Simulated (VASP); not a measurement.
# CaO (Fm-3m) in VASP: further runs

The runs below take CaO through single point, with PBEsol.

Everything below comes from runs of VASP 6.6.1. Logs are shortened: lines on timing, memory, paths and dates and some standing lists are left out, and cuts for length are marked.

**1. The cell of the first run**

Symmetry: Fm-3m, No. 225, cubic system. The conventional cell has a = 4.605 Å, b = 4.605 Å, c = 4.605 Å, α = 90.00°, β = 90.00°, γ = 90.00°. Ca (site symmetry m-3m) has 6 O at 2.30 Å within 3.0 Å. O (site symmetry m-3m) has 6 Ca at 2.30 Å within 3.0 Å.

**2. Single point, PBEsol**

Contents of INCAR:

```
SYSTEM = CaO
PREC = Accurate
ENCUT = 520
EDIFF = 1E-6
ISMEAR = 0
SIGMA = 0.01
LREAL = .FALSE.
LASPH = .TRUE.
NELM = 100
ALGO = Normal
ISIF = 2
LWAVE = .FALSE.
LCHARG = .FALSE.
GGA = PS
NBANDS = 15
```

Contents of KPOINTS:

```
regular mesh
0
G
  10 10 10
  0 0 0
```

Contents of POSCAR:

```
CaO
1.0
    0.0000000000      2.3027288302      2.3027288302
    2.3027288302      0.0000000000      2.3027288302
    2.3027288302      2.3027288302      0.0000000000
Ca O
1 1
Direct
    0.0000000000      0.0000000000      0.0000000000
    0.5000000000      0.5000000000      0.5000000000
```

Potentials or basis: VASP PAW PBE potentials, release 64 (Ca_sv, O).

Command:

```
> cat potpaw_PBE.64/Ca_sv/POTCAR potpaw_PBE.64/O/POTCAR > POTCAR
> mpirun -np 1 vasp_std > vasp.out
```

OUTCAR:

```text
SYSTEM = CaO
   PREC = Accurate
   ENCUT = 520
   EDIFF = 1E-6
   ISMEAR = 0
   LREAL = .FALSE.
   LASPH = .TRUE.
   NELM = 100
   ISIF = 2
   GGA = PS

 ion  position               nearest neighbor table
   1  0.000  0.000  0.000-   2 2.30   2 2.30   2 2.30   2 2.30   2 2.30   2 2.30
   2  0.500  0.500  0.500-   1 2.30   1 2.30   1 2.30   1 2.30   1 2.30   1 2.30

  LATTYP: Found a face centered cubic cell.
 ALAT       =     4.6054576604

  Lattice vectors:

 A1 = (   0.0000000000,   2.3027288302,   2.3027288302)
 A2 = (   2.3027288302,   0.0000000000,   2.3027288302)
 A3 = (   2.3027288302,   2.3027288302,   0.0000000000)

Analysis of symmetry for initial positions (statically):
=====================================================================
 Subroutine PRICEL returns:
 Original cell was already a primitive cell.

 Routine SETGRP: Setting up the symmetry group for a
 face centered cubic supercell.

 Subroutine GETGRP returns: Found 48 space group operations
 (whereof 48 operations were pure point group operations)
 out of a pool of 48 trial point group operations.

The static configuration has the point symmetry O_h .

Analysis of symmetry for dynamics (positions and initial velocities):
=====================================================================
 Subroutine PRICEL returns:
 Original cell was already a primitive cell.

 Routine SETGRP: Setting up the symmetry group for a
 face centered cubic supercell.

 Subroutine GETGRP returns: Found 48 space group operations
 (whereof 48 operations were pure point group operations)
 out of a pool of 48 trial point group operations.

The dynamic configuration has the point symmetry O_h .

 Subroutine INISYM returns: Found 48 space group operations
 (whereof 48 operations are pure point group operations),
 and found     1 'primitive' translations

----------------------------------------------------------------------------------------

                                     Primitive cell

  volume of cell :      24.4207

  direct lattice vectors                    reciprocal lattice vectors
     0.000000000  2.302728830  2.302728830    -0.217133687  0.217133687  0.217133687
     2.302728830  0.000000000  2.302728830     0.217133687 -0.217133687  0.217133687
     2.302728830  2.302728830  0.000000000     0.217133687  0.217133687 -0.217133687

  length of vectors
     3.256550342  3.256550342  3.256550342     0.376086577  0.376086577  0.376086577

  position of ions in fractional coordinates (direct lattice)
     0.000000000  0.000000000  0.000000000
     0.500000000  0.500000000  0.500000000

  ion indices of the primitive-cell ions
   primitive index   ion index
                 1           1
                 2           2

----------------------------------------------------------------------------------------

 KPOINTS: regular mesh

Automatic generation of k-mesh.
 Grid dimensions read from file:
 generate k-points for:   10   10   10

 Generating k-lattice:

  Cartesian coordinates                     Fractional coordinates (reciprocal lattice)
    -0.021713369  0.021713369  0.021713369     0.100000000  0.000000000  0.000000000
     0.021713369 -0.021713369  0.021713369     0.000000000  0.100000000  0.000000000
     0.021713369  0.021713369 -0.021713369     0.000000000  0.000000000  0.100000000

  Length of vectors
     0.037608658  0.037608658  0.037608658

  Shift w.r.t. Gamma in fractional coordinates (k-lattice)
     0.000000000  0.000000000  0.000000000

 Subroutine IBZKPT returns following result:
 ===========================================

 Found     47 irreducible k-points:

 Following reciprocal coordinates:
            Coordinates               Weight
  0.000000  0.000000  0.000000      1.000000
  0.100000  0.000000  0.000000      8.000000
  0.200000  0.000000  0.000000      8.000000
  0.300000  0.000000  0.000000      8.000000
  0.400000  0.000000  0.000000      8.000000
  0.500000  0.000000  0.000000      4.000000
[... 16 lines left out ...]
  0.300000  0.300000  0.000000      6.000000
  0.400000  0.300000  0.000000     24.000000
 [... further k-points ...]
   k-points           NKPTS =     47   k-points in BZ     NKDIM =     47   number of bands    NBANDS=     15
   number of dos      NEDOS =    301   number of ions     NIONS =      2
   total plane-waves  NPLWV =  13824
   dimension x,y,z NGX =    24 NGY =   24 NGZ =   24
   dimension x,y,z NGXF=    48 NGYF=   48 NGZF=   48
   ions per type =               1   1
   NGX,Y,Z   is equivalent  to a cutoff of  12.25, 12.25, 12.25 a.u.
   NGXF,Y,Z  is equivalent  to a cutoff of  24.50, 24.50, 24.50 a.u.
 SYSTEM =  CaO
   PREC   = accura    normal or accurate (medium, high low for compatibility)
   ISTART =      0    job   : 0-new  1-cont  2-samecut
   ICHARG =      2    charge: 1-file 2-atom 10-const
   ISPIN  =      1    spin polarized calculation?
   LNONCOLLINEAR =      F non collinear calculations
   LSORBIT =      F    spin-orbit coupling
   LASPH  =      T    aspherical Exc in radial PAW
   ENCUT  =  520.0 eV  38.22 Ry    6.18 a.u.   6.06  6.06  6.06*2*pi/ulx,y,z
   NELM   =    100;   NELMIN=  2; NELMDL= -5     # of ELM steps
   EDIFF  = 0.1E-05   stopping-criterion for ELM
   LREAL  =      F    real-space projection
   EDIFFG = 0.1E-04   stopping-criterion for IOM
   NSW    =      0    number of steps for IOM
   IBRION =     -1    ionic relax: 0-MD 1-quasi-New 2-CG
   NFREE  =      0    steps in history (QN), initial steepest desc. (CG)
   ISIF   =      2    stress and relaxation
   ISYM   =      2    0-nonsym 1-usesym 2-fastsym
   POTIM  = 0.5000    time-step for ionic-motion
   TEBEG  =    0.0;   TEEND  =   0.0 temperature during run
   PSTRESS=    0.0 pullay stress
   NELECT =      16.0000    total number of electrons
   NUPDOWN=      -1.0000    fix difference up-down
   EMIN   =  10.00;   EMAX   =-10.00  energy-range for DOS
   EFERMI =   0.00;   METHOD = LEGACY
   ISMEAR =     0;   SIGMA  =   0.01  broadening in eV -4-tet -1-fermi 0-gaus
   EFERMI_NEDOS =   21; number of points for ismear=-14 and -15
   IALGO  =     38    algorithm
   IMIX   =      4    mixing-type and parameters
     AMIX     =   0.40;   BMIX     =  1.00
     AMIX_MAG =   1.60;   BMIX_MAG =  1.00
  volume/ion in A,a.u.               =      12.21        82.40
  Fermi-wavevector in a.u.,A,eV,Ry     =   1.421877  2.686958 27.507364  2.021734
  Thomas-Fermi vector in A             =   2.542640
   LORBIT       =      0    0 simple, 1 ext, 2 COOP (PROOUT), +10 PAW based schemes
   GGA     = PS    functional components
   LHFCALC =     F    Hartree Fock is set to
   AEXX    =    0.0000 exact exchange contribution
   IVDW    =     0    specifies the selected vdW correction
   LEPSILON=     F    determine dielectric tensor
   LRPA    =     F    only Hartree local field effects (RPA)
 non-spin polarized calculation
 Gauss-broadening in eV      SIGMA  =   0.01
  energy-cutoff  :      520.00
  volume of cell :       24.42
 maximum number of plane-waves:       678
   NGX = 13   NGY = 13   NGZ = 13

 number of electron      16.0000004 magnetization

 Free energy of the ion-electron system (eV)
  ---------------------------------------------------
  ext. energy  EPLUGINS =         0.00000000
  ---------------------------------------------------
  free energy    TOTEN  =       -13.27999383 eV

  energy without entropy =      -13.27999383  energy(sigma->0) =      -13.27999383

 E-fermi :   3.1461     XC(G=0): -11.3895

 val. band max:        2.9783579364   @ k =   0.0000   0.0000   0.0000
 cond. band min:       6.4099229095   @ k =   0.5000   0.5000   0.0000
 fundamental gap:      3.4315649730
 Fermi energy:         3.1460864784

 k-point     1 :       0.0000    0.0000    0.0000
  band No.  band energies     occupation
      1     -33.9330      2.00000
      2     -14.6487      2.00000
      3     -14.6487      2.00000
      4     -14.6487      2.00000
      5     -12.7185      2.00000
      6       2.9784      2.00000
      7       2.9784      2.00000
      8       2.9784      2.00000
      9       8.6493      0.00000
     10       9.4429      0.00000
     11       9.4429      0.00000
     12       9.4429      0.00000
     13      11.2221      0.00000
     14      11.2221      0.00000
     15      18.5844      0.00000

 k-point     2 :       0.1000    0.0000    0.0000
  band No.  band energies     occupation
      1     -33.9153      2.00000
      2     -14.9453      2.00000
      3     -14.6560      2.00000
      4     -14.6560      2.00000
      5     -12.4219      2.00000
      6       2.5801      2.00000
      7       2.7988      2.00000
      8       2.7988      2.00000
      9       9.1219      0.00000
     10       9.4158      0.00000
     11       9.6473      0.00000
     12       9.6473      0.00000
     13      11.5255      0.00000
     14      11.5255      0.00000
     15      19.1053      0.00000

 k-point     3 :       0.2000    0.0000    0.0000
  band No.  band energies     occupation
      1     -33.8687      2.00000
      2     -15.5097      2.00000
      3     -14.6749      2.00000
      4     -14.6749      2.00000
      5     -11.8558      2.00000
      6       1.7094      2.00000
      7       2.3747      2.00000
      8       2.3747      2.00000
      9       9.4151      0.00000
     10      10.2137      0.00000
     11      10.2137      0.00000
     12      10.2720      0.00000
     13      12.3042      0.00000
     14      12.3042      0.00000
     15      20.0403      0.00000
[... 343 lines left out ...]
 k-point    23 :       0.3000    0.3000    0.0000
  band No.  band energies     occupation
      1     -33.7730      2.00000
      2     -15.6698      2.00000
      3     -14.8846      2.00000
      4     -14.8846      2.00000
      5     -11.8980      2.00000
      6       1.0467      2.00000
      7       2.6361      2.00000
      8       2.6361      2.00000
      9       7.2152      0.00000
     10      10.9958      0.00000
     11      12.0947      0.00000
     12      12.2880      0.00000
     13      12.2880      0.00000
     14      14.5575      0.00000
     15      22.0953      0.00000

 k-point    24 :       0.4000    0.3000    0.0000
  band No.  band energies     occupation
      1     -33.7364      2.00000
      2     -15.7501      2.00000
      3     -14.9668      2.00000
      4     -14.9197      2.00000
      5     -11.9449      2.00000
      6       1.1850      2.00000
      7       2.3928      2.00000
      8       2.5051      2.00000
      9       7.1950      0.00000
     10      11.5871      0.00000
     11      12.5053      0.00000
     12      12.6706      0.00000
     13      12.7966      0.00000
     14      14.9687      0.00000
     15      20.2487      0.00000

 [... further k-points ...]
[... 5 lines left out ...]
  --------------------------------------------------------------------------------------
  -------------------------------------------------------------------------------------
  Total        2.4355589      2.4355589      2.4355589      0.0000000      0.0000000      0.0000000
  in kB      159.7904531    159.7904531    159.7904531      0.0000000      0.0000000      0.0000000
  external PRESSURE =     159.7904531 kB  Pullay stress =       0.0000000 kB

 VOLUME and BASIS-vectors are now :
 -----------------------------------------------------------------------------
  energy-cutoff  :      520.00
  volume of cell :       24.42
      direct lattice vectors                 reciprocal lattice vectors
     0.000000000  2.302728830  2.302728830    -0.217133687  0.217133687  0.217133687
     2.302728830  0.000000000  2.302728830     0.217133687 -0.217133687  0.217133687
     2.302728830  2.302728830  0.000000000     0.217133687  0.217133687 -0.217133687

 POSITION                                       TOTAL-FORCE (eV/Angst)
 -----------------------------------------------------------------------------------
      0.00000      0.00000      0.00000        -0.000000      0.000000     -0.000000
      2.30273      2.30273      2.30273         0.000000      0.000000      0.000000
 -----------------------------------------------------------------------------------
    total drift:                                0.000000     -0.000000     -0.000000

  FREE ENERGIE OF THE ION-ELECTRON SYSTEM (eV)
  ---------------------------------------------------
  free  energy   TOTEN  =       -13.2799938256 eV

  energy  without entropy=      -13.2799938256  energy(sigma->0) =      -13.27999383
```

Run time: 12 s. Hardware: 1 thread of AMD EPYC 7R13, shared host; peak memory 0.12 GiB.

What came out:

```yaml
Free_energy: -13.2800 eV
Pressure: 16.0 GPa
Band_gap_on_the_k_mesh: 3.43 eV (least direct gap 3.76 eV)
```

Levels at points of the mesh, in eV from the valence-band top:
```csv
k point,band 6,band 7,band 8,band 9,band 10,band 11
"(0.00, 0.00, 0.00)",0.00,0.00,0.00,5.67,6.46,6.46
"(0.50, 0.00, 0.00)",-3.02,-1.51,-1.51,7.61,9.07,9.07
"(0.50, 0.50, 0.00)",-1.21,-0.33,-0.33,3.43,9.04,9.65
```

Caveat: the cell stands under pressure; the PAW data sets were made with another functional, which shifts forces and pressure a little. A k mesh can miss the band edges.

**3. Single point, PBEsol**

This run uses another cell than the first one, of 12.83 Å³/atom.

Contents of INCAR:

```
SYSTEM = CaO
ALGO = Normal
EDIFF = 1E-7
ENCUT = 520
GGA = PS
ISIF = 2
ISMEAR = 0
LASPH = .TRUE.
LCHARG = .TRUE.
LELF = .TRUE.
LREAL = .FALSE.
LVHAR = .TRUE.
LWAVE = .FALSE.
NBANDS = 15
NELM = 60
PREC = Accurate
SIGMA = 0.01
```

Contents of KPOINTS:

```
k-points
0
G
  10 10 10
  0 0 0
```

Contents of POSCAR:

```
CaO
1.0
    0.0000000000      2.3411606782      2.3411606782
    2.3411606782      0.0000000000      2.3411606782
    2.3411606782      2.3411606782      0.0000000000
Ca O
1 1
Direct
    0.0000000000      0.0000000000      0.0000000000
    0.5000000000      0.5000000000      0.5000000000
```

Potentials or basis: VASP PAW PBE potentials, release 64 (Ca_sv, O).

Command:

```
> cat potpaw_PBE.64/Ca_sv/POTCAR potpaw_PBE.64/O/POTCAR > POTCAR
> mpirun -np 1 vasp_std > vasp.out
```

OUTCAR:

```text
SYSTEM = CaO
   EDIFF = 1E-7
   ENCUT = 520
   GGA = PS
   ISIF = 2
   ISMEAR = 0
   LASPH = .TRUE.
   LREAL = .FALSE.
   NELM = 60
   PREC = Accurate

 ion  position               nearest neighbor table
   1  0.000  0.000  0.000-   2 2.34   2 2.34   2 2.34   2 2.34   2 2.34   2 2.34
   2  0.500  0.500  0.500-   1 2.34   1 2.34   1 2.34   1 2.34   1 2.34   1 2.34

  LATTYP: Found a face centered cubic cell.
 ALAT       =     4.6823213564

  Lattice vectors:

 A1 = (   0.0000000000,   2.3411606782,   2.3411606782)
 A2 = (   2.3411606782,   0.0000000000,   2.3411606782)
[... 610 lines left out ...]
     11      11.9065      0.00000
     12      12.0392      0.00000
     13      12.1748      0.00000
     14      14.1605      0.00000
     15      19.2057      0.00000

 [... further k-points ...]
[... 5 lines left out ...]
  --------------------------------------------------------------------------------------
  -------------------------------------------------------------------------------------
  Total        1.2559810      1.2559810      1.2559810      0.0000000      0.0000000      0.0000000
  in kB       78.4097378     78.4097378     78.4097378      0.0000000      0.0000000      0.0000000
  external PRESSURE =      78.4097378 kB  Pullay stress =       0.0000000 kB

 VOLUME and BASIS-vectors are now :
 -----------------------------------------------------------------------------
  energy-cutoff  :      520.00
  volume of cell :       25.66
      direct lattice vectors                 reciprocal lattice vectors
     0.000000000  2.341160678  2.341160678    -0.213569280  0.213569280  0.213569280
     2.341160678  0.000000000  2.341160678     0.213569280 -0.213569280  0.213569280
     2.341160678  2.341160678  0.000000000     0.213569280  0.213569280 -0.213569280

 POSITION                                       TOTAL-FORCE (eV/Angst)
 -----------------------------------------------------------------------------------
      0.00000      0.00000      0.00000        -0.000000      0.000000      0.000000
      2.34116      2.34116      2.34116         0.000000     -0.000000     -0.000000
 -----------------------------------------------------------------------------------
    total drift:                                0.000000      0.000000      0.000000

  FREE ENERGIE OF THE ION-ELECTRON SYSTEM (eV)
  ---------------------------------------------------
  free  energy   TOTEN  =       -13.3729302063 eV

  energy  without entropy=      -13.3729302063  energy(sigma->0) =      -13.37293021
```

stdout:

```text
POSCAR found type information on POSCAR CaO
 POSCAR found :  2 types and       2 ions
 scaLAPACK will be used
 -----------------------------------------------------------------------------
|                                                                             |
|                                                                             |
|     You enforced a specific xc type in the INCAR file but a different       |
|     I HOPE YOU KNOW WHAT YOU ARE DOING!                                     |
|                                                                             |
 -----------------------------------------------------------------------------

 LDA part: xc-table for (Slater+PW92), standard interpolation
 POSCAR, INCAR and KPOINTS ok, starting setup
 FFT: planning ... GRIDC
 FFT: planning ... GRID_SOFT
 FFT: planning ... GRID
 WAVECAR not read
 entering main loop
```

It took 22 s on 1 thread of AMD EPYC 7R13, shared host; peak memory 0.14 GiB.

Results:

```yaml
Free_energy: -13.3729 eV
Pressure: 7.8 GPa
Band_gap_on_the_k_mesh: 3.48 eV (least direct gap 3.84 eV)
```

Levels at points of the mesh, in eV from the valence-band top:
```tsv
k point	band 6	band 7	band 8	band 9	band 10	band 11
(0.00, 0.00, 0.00)	0.00	0.00	0.00	5.22	6.37	6.37
(0.50, 0.00, 0.00)	-2.89	-1.39	-1.39	7.38	8.80	8.80
(0.50, 0.50, 0.00)	-1.27	-0.36	-0.36	3.48	8.64	9.37
```

Caveat: the cell stands under pressure; the PAW data sets were made with another functional, which shifts forces and pressure a little. A k mesh can miss the band edges.

**4. Single point, PBEsol**

This run uses another cell than the first one, of 12.58 Å³/atom.

Contents of INCAR:

```
ALGO     = Normal         # electronic algorithm
EDIFF    = 1E-6           # SCF threshold, eV
ENCUT    = 520            # plane-wave cutoff, eV
GGA      = PS             # functional
ISIF     = 2              # what is computed and relaxed
ISMEAR   = 0              # smearing method
LASPH    = True           # aspherical terms in the spheres
LCHARG   = False          # write CHGCAR
LREAL    = False          # projectors in reciprocal space
LWAVE    = False          # write WAVECAR
NBANDS   = 15             # bands
NELM     = 80             # most SCF steps
PREC     = Accurate       # precision mode
SIGMA    = 0.01           # smearing width, eV
```

Contents of KPOINTS:

```
k-points
0
Gamma
  10 10 10
```

Contents of POSCAR:

```
CaO
1.0
    0.0000000000      2.3257500318      2.3257500318
    2.3257500318      0.0000000000      2.3257500318
    2.3257500318      2.3257500318      0.0000000000
Ca O
1 1
Direct
    0.0000000000      0.0000000000      0.0000000000
    0.5000000000      0.5000000000      0.5000000000
```

Command:

```
> cat potpaw_PBE.64/Ca_sv/POTCAR potpaw_PBE.64/O/POTCAR > POTCAR
> mpirun -np 1 vasp_std > vasp.out
```

Wall time 13 s (1 thread of AMD EPYC 7R13, shared host); peak memory 0.12 GiB.

The run converged. Its results:

| Property | Result |
| --- | --- |
| Free energy | -13.3429 eV |
| Pressure | 10.8 GPa |
| Band gap on the k mesh | 3.46 eV (least direct gap 3.81 eV) |

Levels at points of the mesh, in eV from the valence-band top:
```
           k point  band 4  band 5  band 6  band 7  band 8  band 9  band 10  band 11  band 12  band 13
(0.00, 0.00, 0.00)  -17.76  -15.64    0.00    0.00    0.00    5.40     6.41     6.41     6.41     8.13
(0.50, 0.00, 0.00)  -17.83  -13.92   -2.94   -1.44   -1.44    7.47     8.91     8.91     9.10    11.32
(0.50, 0.50, 0.00)  -18.09  -15.41   -1.25   -0.35   -0.35    3.46     8.80     9.48    10.26    10.26
```

Caveat: the cell stands under pressure; the PAW data sets were made with another functional, which shifts forces and pressure a little. A k mesh can miss the band edges.

(Continued in part 2 of 2.)
